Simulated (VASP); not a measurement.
Write the native input for VASP 6.6.1 that does the following.

| Item | Value |
| --- | --- |
| Task | single point |
| Functional | PBE |
| Potentials or basis | VASP PAW PBE potentials, release 64 (Sn_d, Se) |
| Cutoff | 520 eV |
| k mesh | 6 × 6 × 6 |
| Occupations | gaussian, width 0.01 eV |
| Spin | no spin polarisation |
| Dipole correction | no |
| Further INCAR settings | ALGO = Normal; EDIFF = 1e-06; NBANDS = 20 |

The structure of SnSe2 lies in POSCAR:

```
SnSe2
1.0
    1.9122916093      1.1040620754      6.3350940540
   -1.9122916093      1.1040620754      6.3350940540
    0.0000000000     -2.2081241508      6.3350940540
Sn Se
1 2
Direct
    0.0000000000      0.0000000000      0.0000000000
    0.2505568941      0.2505568941      0.2505568941
    0.7494431059      0.7494431059      0.7494431059
```

One way to write it, as run:

INCAR

```
PREC = Accurate
ENCUT = 520
EDIFF = 1E-6
ISMEAR = 0
SIGMA = 0.01
LREAL = False
LASPH = True
NELM = 80
ALGO = Normal
ISIF = 2
LWAVE = False
LCHARG = False
GGA = PE
NBANDS = 20
```

KPOINTS

```
Automatic mesh
0
Gamma
  6 6 6
```

Potentials or basis: VASP PAW PBE potentials, release 64 (Sn_d, Se).

The run is started by

```bash
$ cat potpaw_PBE.64/Sn_d/POTCAR potpaw_PBE.64/Se/POTCAR > POTCAR
$ mpirun -np 1 vasp_std > vasp.out
```

Results of the run:

```json
{
 "Pressure": "3.0 GPa",
 "Largest force": "0.251 eV/Å",
 "Band gap on the k mesh": "0.30 eV, indirect (least direct gap 0.54 eV)"
}
```

Caveat: spin-orbit coupling is left out, which moves the levels of the heavy elements.

It took 110 s on 1 thread of AMD EPYC 7R13 Processor (Zen 3), on a shared host, peak memory 0.32 GiB.
